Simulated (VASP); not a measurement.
# BeS (P6_3/mmc) in VASP: a series of runs

The runs below take BeS through single point, with PBE, HSE06, PBE-based global hybrid with 15 % exact exchange.

Everything below comes from runs of VASP 6.6.1. Logs are shortened: lines on timing, memory, paths and dates and some standing lists are left out, and cuts for length are marked.

### 1 The cell of the first run

It takes space group P6_3/mmc (No. 194, hexagonal). Conventional cell: a = 3.462 Å, b = 3.462 Å, c = 6.992 Å, α = 90.00°, β = 90.00°, γ = 120.00°. Be (site symmetry -6m2) has 3 S at 2.00 Å within 2.6 Å. Within 2.6 Å of S (site symmetry -6m2) lie 3 Be at 2.00 Å.

### 2 Single point, PBE

The input, INCAR:

```
PREC = Accurate
ENCUT = 520
EDIFF = 1E-6
ISMEAR = 0
SIGMA = 0.01
LREAL = False
LASPH = True
NELM = 80
ALGO = Normal
ISIF = 2
LWAVE = False
LCHARG = False
GGA = PE
NBANDS = 16
```

The input, KPOINTS:

```
Automatic mesh
0
Gamma
  6 6 4
```

The input, POSCAR:

```
BeS
1.0
    3.4621570518      0.0000000000      0.0000000000
   -1.7310785259      2.9983159588      0.0000000000
    0.0000000000      0.0000000000      6.9924335752
Be S
2 2
Direct
    0.3333333333      0.6666666667      0.2500000000
    0.6666666667      0.3333333333      0.7500000000
    0.6666666667      0.3333333333      0.2500000000
    0.3333333333      0.6666666667      0.7500000000
```

Potentials or basis: VASP PAW PBE potentials, release 64 (Be, S).

Run with:

```console
cat potpaw_PBE.64/Be/POTCAR potpaw_PBE.64/S/POTCAR > POTCAR
mpirun -np 1 vasp_std > vasp.out
```

OUTCAR:

```text
PREC = Accurate
   ENCUT = 520
   EDIFF = 1E-6
   ISMEAR = 0
   LREAL = False
   LASPH = True
   NELM = 80
   ISIF = 2
   GGA = PE

 ion  position               nearest neighbor table
   1  0.333  0.667  0.250-   3 2.00   3 2.00   3 2.00
   2  0.667  0.333  0.750-   4 2.00   4 2.00   4 2.00
   3  0.667  0.333  0.250-   1 2.00   1 2.00   1 2.00
   4  0.333  0.667  0.750-   2 2.00   2 2.00   2 2.00

  LATTYP: Found a hexagonal cell.
 ALAT       =     3.4621570518
 C/A-ratio  =     2.0196754424

  Lattice vectors:

 A1 = (   3.4621570518,   0.0000000000,   0.0000000000)
 A2 = (  -1.7310785259,   2.9983159588,   0.0000000000)
 A3 = (   0.0000000000,   0.0000000000,   6.9924335752)

Analysis of symmetry for initial positions (statically):
=====================================================================
 Subroutine PRICEL returns:
 Original cell was already a primitive cell.

 Routine SETGRP: Setting up the symmetry group for a
 hexagonal supercell.

 Subroutine GETGRP returns: Found 24 space group operations
 (whereof 12 operations were pure point group operations)
 out of a pool of 24 trial point group operations.

The static configuration has the point symmetry D_3d.
 The point group associated with its full space group is D_6h.

Analysis of symmetry for dynamics (positions and initial velocities):
=====================================================================
 Subroutine PRICEL returns:
 Original cell was already a primitive cell.

 Routine SETGRP: Setting up the symmetry group for a
 hexagonal supercell.

 Subroutine GETGRP returns: Found 24 space group operations
 (whereof 12 operations were pure point group operations)
 out of a pool of 24 trial point group operations.

The dynamic configuration has the point symmetry D_3d.
 The point group associated with its full space group is D_6h.

 Subroutine INISYM returns: Found 24 space group operations
 (whereof 12 operations are pure point group operations),
 and found     1 'primitive' translations

----------------------------------------------------------------------------------------

                                     Primitive cell

  volume of cell :      72.5859

  direct lattice vectors                    reciprocal lattice vectors
     3.462157052  0.000000000  0.000000000     0.288837273  0.166760277  0.000000000
    -1.731078526  2.998315959  0.000000000     0.000000000  0.333520554  0.000000000
     0.000000000  0.000000000  6.992433575     0.000000000  0.000000000  0.143011727

  length of vectors
     3.462157052  3.462157052  6.992433575     0.333520554  0.333520554  0.143011727

  position of ions in fractional coordinates (direct lattice)
     0.333333333  0.666666667  0.250000000
     0.666666667  0.333333333  0.750000000
     0.666666667  0.333333333  0.250000000
     0.333333333  0.666666667  0.750000000

  ion indices of the primitive-cell ions
   primitive index   ion index
                 1           1
                 2           2
                 3           3
                 4           4

----------------------------------------------------------------------------------------

 KPOINTS: Automatic mesh

Automatic generation of k-mesh.
 Grid dimensions read from file:
 generate k-points for:    6    6    4

 Generating k-lattice:

  Cartesian coordinates                     Fractional coordinates (reciprocal lattice)
     0.048139545  0.027793380  0.000000000     0.166666667  0.000000000  0.000000000
     0.000000000  0.055586759  0.000000000     0.000000000  0.166666667  0.000000000
     0.000000000  0.000000000  0.035752932     0.000000000  0.000000000  0.250000000

  Length of vectors
     0.055586759  0.055586759  0.035752932

  Shift w.r.t. Gamma in fractional coordinates (k-lattice)
     0.000000000  0.000000000  0.000000000

 Subroutine IBZKPT returns following result:
 ===========================================

 Found     21 irreducible k-points:

 Following reciprocal coordinates:
            Coordinates               Weight
  0.000000  0.000000  0.000000      1.000000
  0.166667 -0.000000  0.000000      6.000000
  0.333333 -0.000000  0.000000      6.000000
  0.500000 -0.000000  0.000000      3.000000
  0.166667  0.166667  0.000000      6.000000
  0.333333  0.166667  0.000000     12.000000
[... 13 lines left out ...]
  0.333333  0.166667  0.500000     12.000000
  0.333333  0.333333  0.500000      2.000000
   k-points           NKPTS =     21   k-points in BZ     NKDIM =     21   number of bands    NBANDS=     16
   number of dos      NEDOS =    301   number of ions     NIONS =      4
   total plane-waves  NPLWV =  42336
   dimension x,y,z NGX =    28 NGY =   28 NGZ =   54
   dimension x,y,z NGXF=    56 NGYF=   56 NGZF=  108
   ions per type =               2   2
   NGX,Y,Z   is equivalent  to a cutoff of  13.45, 13.45, 12.84 a.u.
   NGXF,Y,Z  is equivalent  to a cutoff of  26.89, 26.89, 25.68 a.u.
 SYSTEM =  unknown system
   PREC   = accura    normal or accurate (medium, high low for compatibility)
   ISTART =      0    job   : 0-new  1-cont  2-samecut
   ICHARG =      2    charge: 1-file 2-atom 10-const
   ISPIN  =      1    spin polarized calculation?
   LNONCOLLINEAR =      F non collinear calculations
   LSORBIT =      F    spin-orbit coupling
   LASPH  =      T    aspherical Exc in radial PAW
   ENCUT  =  520.0 eV  38.22 Ry    6.18 a.u.   6.44  6.44 13.00*2*pi/ulx,y,z
   NELM   =     80;   NELMIN=  2; NELMDL= -5     # of ELM steps
   EDIFF  = 0.1E-05   stopping-criterion for ELM
   LREAL  =      F    real-space projection
   EDIFFG = 0.1E-04   stopping-criterion for IOM
   NSW    =      0    number of steps for IOM
   IBRION =     -1    ionic relax: 0-MD 1-quasi-New 2-CG
   NFREE  =      0    steps in history (QN), initial steepest desc. (CG)
   ISIF   =      2    stress and relaxation
   ISYM   =      2    0-nonsym 1-usesym 2-fastsym
   POTIM  = 0.5000    time-step for ionic-motion
   TEBEG  =    0.0;   TEEND  =   0.0 temperature during run
   PSTRESS=    0.0 pullay stress
   NELECT =      16.0000    total number of electrons
   NUPDOWN=      -1.0000    fix difference up-down
   EMIN   =  10.00;   EMAX   =-10.00  energy-range for DOS
   EFERMI =   0.00;   METHOD = LEGACY
   ISMEAR =     0;   SIGMA  =   0.01  broadening in eV -4-tet -1-fermi 0-gaus
   EFERMI_NEDOS =   21; number of points for ismear=-14 and -15
   IALGO  =     38    algorithm
   IMIX   =      4    mixing-type and parameters
     AMIX     =   0.40;   BMIX     =  1.00
     AMIX_MAG =   1.60;   BMIX_MAG =  1.00
  volume/ion in A,a.u.               =      18.15       122.46
  Fermi-wavevector in a.u.,A,eV,Ry     =   0.988926  1.868800 13.306165  0.977976
  Thomas-Fermi vector in A             =   2.120488
   LORBIT       =      0    0 simple, 1 ext, 2 COOP (PROOUT), +10 PAW based schemes
   GGA     = PE    functional components
   LHFCALC =     F    Hartree Fock is set to
   AEXX    =    0.0000 exact exchange contribution
   IVDW    =     0    specifies the selected vdW correction
   LEPSILON=     F    determine dielectric tensor
   LRPA    =     F    only Hartree local field effects (RPA)
 non-spin polarized calculation
 Gauss-broadening in eV      SIGMA  =   0.01
  energy-cutoff  :      520.00
  volume of cell :       72.59
 maximum number of plane-waves:      1986
 NGX is ok and might be reduce to    28
   NGX = 13   NGY = 13   NGZ = 27

 number of electron      16.0000001 magnetization

 Free energy of the ion-electron system (eV)
  ---------------------------------------------------
  ext. energy  EPLUGINS =         0.00000000
  ---------------------------------------------------
  free energy    TOTEN  =       -19.22945533 eV

  energy without entropy =      -19.22945533  energy(sigma->0) =      -19.22945533

 E-fermi :   1.6799     XC(G=0):  -8.5488

 val. band max:        1.6289645960   @ k =   0.3333   0.1667   0.0000
 cond. band min:       5.6147253719   @ k =   0.5000  -0.0000   0.2500
 fundamental gap:      3.9857607759
 Fermi energy:         1.6799412838

 k-point     1 :       0.0000    0.0000    0.0000
  band No.  band energies     occupation
      1     -10.8815      2.00000
      2     -10.4457      2.00000
      3      -1.8195      2.00000
      4       0.8380      2.00000
      5       0.8380      2.00000
      6       1.0183      2.00000
[... 8 lines left out ...]
     15       9.8916      0.00000
     16      10.8615      0.00000

 k-point     2 :       0.1667   -0.0000    0.0000
  band No.  band energies     occupation
      1     -10.6543      2.00000
      2     -10.2506      2.00000
      3      -1.4648      2.00000
      4      -0.3729      2.00000
      5      -0.1769      2.00000
      6       0.3816      2.00000
[... 8 lines left out ...]
     15       9.5254      0.00000
     16      10.1264      0.00000

 k-point     3 :       0.3333   -0.0000    0.0000
  band No.  band energies     occupation
      1     -10.0991      2.00000
      2      -9.8090      2.00000
      3      -2.2560      2.00000
      4      -2.0365      2.00000
      5      -0.4921      2.00000
      6      -0.3117      2.00000
[... 8 lines left out ...]
     15      12.0659      0.00000
     16      12.3739      0.00000

 k-point     4 :       0.5000   -0.0000    0.0000
  band No.  band energies     occupation
      1      -9.7176      2.00000
      2      -9.5788      2.00000
      3      -3.0909      2.00000
      4      -2.8844      2.00000
      5      -0.5941      2.00000
      6      -0.3203      2.00000
[... 8 lines left out ...]
     15      12.2077      0.00000
     16      12.3986      0.00000

 k-point     5 :       0.1667    0.1667    0.0000
  band No.  band energies     occupation
      1     -10.2574      2.00000
      2      -9.9260      2.00000
      3      -1.5434      2.00000
      4      -1.4888      2.00000
      5      -0.7941      2.00000
      6      -0.4482      2.00000
[... 8 lines left out ...]
     15      10.4851      0.00000
     16      11.2191      0.00000

 k-point     6 :       0.3333    0.1667    0.0000
  band No.  band energies     occupation
      1      -9.7397      2.00000
      2      -9.5700      2.00000
      3      -2.7230      2.00000
      4      -2.5310      2.00000
      5      -1.2301      2.00000
      6      -0.9758      2.00000
[... 8 lines left out ...]
     15      11.0238      0.00000
     16      12.5004      0.00000
[... 210 lines left out ...]
 k-point    18 :       0.5000   -0.0000    0.5000
  band No.  band energies     occupation
      1      -9.6482      2.00000
      2      -9.6482      2.00000
      3      -3.0371      2.00000
      4      -3.0371      2.00000
      5      -0.4612      2.00000
      6      -0.4612      2.00000
[... 8 lines left out ...]
     15      13.4821      0.00000
     16      13.4821      0.00000

 k-point    19 :       0.1667    0.1667    0.5000
  band No.  band energies     occupation
      1     -10.0984      2.00000
      2     -10.0984      2.00000
      3      -1.5751      2.00000
      4      -1.5751      2.00000
      5      -0.3890      2.00000
      6      -0.3890      2.00000
[... 8 lines left out ...]
     15      11.9182      0.00000
     16      11.9182      0.00000

 k-point    20 :       0.3333    0.1667    0.5000
  band No.  band energies     occupation
      1      -9.6558      2.00000
      2      -9.6558      2.00000
      3      -2.6695      2.00000
      4      -2.6695      2.00000
      5      -1.1330      2.00000
      6      -1.1330      2.00000
[... 8 lines left out ...]
     15      11.9454      0.00000
     16      11.9454      0.00000

 k-point    21 :       0.3333    0.3333    0.5000
  band No.  band energies     occupation
      1      -9.4900      2.00000
      2      -9.4900      2.00000
      3      -2.3280      2.00000
      4      -2.3280      2.00000
      5      -2.2529      2.00000
      6      -2.2529      2.00000
[... 8 lines left out ...]
     15      11.7959      0.00000
     16      11.7959      0.00000

------------------------ aborting loop because EDIFF is reached ----------------------------------------

  FORCE on cell =-STRESS in cart. coord.  units (eV):
  Direction    XX          YY          ZZ          XY          YZ          ZX
  --------------------------------------------------------------------------------------
  -------------------------------------------------------------------------------------
  Total        0.2230392      0.2230392      0.2382163      0.0000000      0.0000000      0.0000000
  in kB        4.9231067      4.9231067      5.2581095      0.0000000      0.0000000      0.0000000
  external PRESSURE =       5.0347743 kB  Pullay stress =       0.0000000 kB

 VOLUME and BASIS-vectors are now :
 -----------------------------------------------------------------------------
  energy-cutoff  :      520.00
  volume of cell :       72.59
      direct lattice vectors                 reciprocal lattice vectors
     3.462157052  0.000000000  0.000000000     0.288837273  0.166760277  0.000000000
    -1.731078526  2.998315959  0.000000000     0.000000000  0.333520554  0.000000000
     0.000000000  0.000000000  6.992433575     0.000000000  0.000000000  0.143011727

 POSITION                                       TOTAL-FORCE (eV/Angst)
 -----------------------------------------------------------------------------------
     -0.00000      1.99888      1.74811        -0.000000     -0.000000      0.000000
      1.73108      0.99944      5.24433         0.000000      0.000000      0.000000
      1.73108      0.99944      1.74811         0.000000     -0.000000      0.000000
     -0.00000      1.99888      5.24433        -0.000000      0.000000      0.000000
 -----------------------------------------------------------------------------------
    total drift:                                0.000000     -0.000000      0.000000

  FREE ENERGIE OF THE ION-ELECTRON SYSTEM (eV)
  ---------------------------------------------------
  free  energy   TOTEN  =       -19.2294553299 eV

  energy  without entropy=      -19.2294553299  energy(sigma->0) =      -19.22945533
```

Wall time 28 s (1 thread of AMD EPYC 7R43 (Zen 3), shared host); peak memory 0.16 GiB.

What came out:

- Free energy: -19.2295 eV
- Pressure: 0.5 GPa
- Band gap on the k mesh: 3.99 eV (least direct gap 4.14 eV)

Levels at points of the mesh, in eV from the valence-band top:
| k point | band 4 | band 5 | band 6 | band 7 | band 8 | band 9 | band 10 | band 11 | band 12 | band 13 |
| --- | --- | --- | --- | --- | --- | --- | --- | --- | --- | --- |
| (0.00, 0.00, 0.00) | -0.79 | -0.79 | -0.61 | -0.60 | -0.60 | 4.90 | 6.25 | 6.25 | 6.25 | 6.62 |
| (0.50, 0.00, 0.00) | -4.51 | -2.22 | -1.95 | -1.23 | -0.11 | 4.22 | 4.99 | 5.52 | 5.69 | 9.33 |
| (0.00, 0.00, 0.50) | -2.27 | -0.70 | -0.70 | -0.70 | -0.70 | 6.28 | 6.28 | 6.42 | 6.42 | 6.42 |
| (0.50, 0.00, 0.50) | -4.67 | -2.09 | -2.09 | -0.49 | -0.49 | 4.18 | 4.18 | 5.35 | 5.35 | 10.92 |

A k mesh can miss the band edges.

(Part 1 of 2 ends here.)
